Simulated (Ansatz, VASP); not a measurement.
One calculation of Sr, two programs

```
CELL_PARAMETERS angstrom
-2.19235 2.19235 2.19235
2.19235 -2.19235 2.19235
2.19235 2.19235 -2.19235
ATOMIC_POSITIONS crystal
Sr 0.00000 0.00000 0.00000
```

Change from the starting cell: volume scaled by 0.78, LAPW.

Alike in both runs: task single point; functional PBE; k mesh 11 × 11 × 11; occupations fermi-dirac, width 0.05 eV; no spin polarisation.

```csv
,VASP,Ansatz
version,VASP 6.6.1,Ansatz 0.2.0
potentials or method,"VASP PAW PBE potentials, release 64 (Sr_sv), cutoff 520 eV","all-electron LAPW, scalar-relativistic"
```

```csv
,VASP,Ansatz,Ansatz less VASP
pressure (GPa),4.4,4.3,-0.02
```

Ansatz ran all-electron here, and VASP with PAW potentials.
